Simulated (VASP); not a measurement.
Input of a VASP 6.6.1 run:

The input INCAR:

```
SYSTEM = LiF
ALGO = Normal ; EDIFF = 1E-6
ENCUT = 520 ; GGA = PE
ISIF = 2 ; ISMEAR = 0
LASPH = .TRUE. ; LCHARG = .FALSE.
LREAL = .FALSE. ; LWAVE = .FALSE.
NBANDS = 30 ; NELM = 100
PREC = Accurate ; SIGMA = 0.02
```

KPOINTS

```
k-points
0
G
  4 4 8
  0 0 0
```

POSCAR

```
LiF
1.0
    5.4954136589      0.0000000000      0.0000000000
    0.0000000000      5.4954136589      0.0000000000
    0.0000000000      0.0000000000      2.8702990050
Li F
4 4
Direct
    0.6635866670      0.3364133330      0.2500000000
    0.3364133330      0.6635866670      0.7500000000
    0.1635866670      0.1635866670      0.0000000000
    0.8364133330      0.8364133330      0.5000000000
    0.8316385301      0.1683614699      0.7500000000
    0.1683614699      0.8316385301      0.2500000000
    0.3316385301      0.3316385301      0.5000000000
    0.6683614699      0.6683614699      0.0000000000
```

Potentials or basis: VASP PAW PBE potentials, release 64 (Li_sv, F).

Launch:

```bash
$ cat potpaw_PBE.64/Li_sv/POTCAR potpaw_PBE.64/F/POTCAR > POTCAR
$ mpirun -np 1 vasp_std > vasp.out
```

Q: What does it give for the largest force?

A: 0.004 eV/Å.

Q: Estimate the band gap on the k mesh.

A: 7.08 eV, indirect (least direct gap 7.10 eV).

Forces in eV/Å, atoms in the order of the input:
```
Li   0.001 -0.001  0.000
Li  -0.001  0.001  0.000
Li   0.001  0.001  0.000
Li  -0.001 -0.001  0.000
F   -0.003  0.003  0.000
F    0.003 -0.003  0.000
F   -0.003 -0.003  0.000
F    0.003  0.003  0.000
```

 A k mesh can miss the band edges.
